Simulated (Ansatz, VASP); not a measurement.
One calculation of TiAu, two programs

```
Ti Au
1.0
     3.26481    0.00000    0.00000
     0.00000    3.26481    0.00000
     0.00000    0.00000    3.26481
Ti Au
1 1
Cartesian
  1.6324 1.6324 1.6324
  0.0000 0.0000 0.0000
```

Change from the starting cell: volume scaled by 1.01, crystal datasets.

Alike in both runs: task electric field gradients; functional PBEsol; k mesh 10 × 10 × 10; occupations fermi-dirac, width 0.08 eV; no spin polarisation.

|  | VASP | Ansatz |
| --- | --- | --- |
| version | VASP 6.6.1 | Ansatz 0.2.0 |
| potentials or method | VASP PAW PBE potentials, release 64 (Ti_sv, Au), cutoff 520 eV | all-electron PAW with datasets made for the crystal, scalar-relativistic |

```csv
,VASP,Ansatz,Ansatz less VASP
pressure (GPa),-6.2,-6.1,+0.14
```

VASP's potentials were made for PBE, not for PBEsol. Ansatz ran all-electron here, and VASP with PAW potentials.

Neither program's run includes spin-orbit coupling.
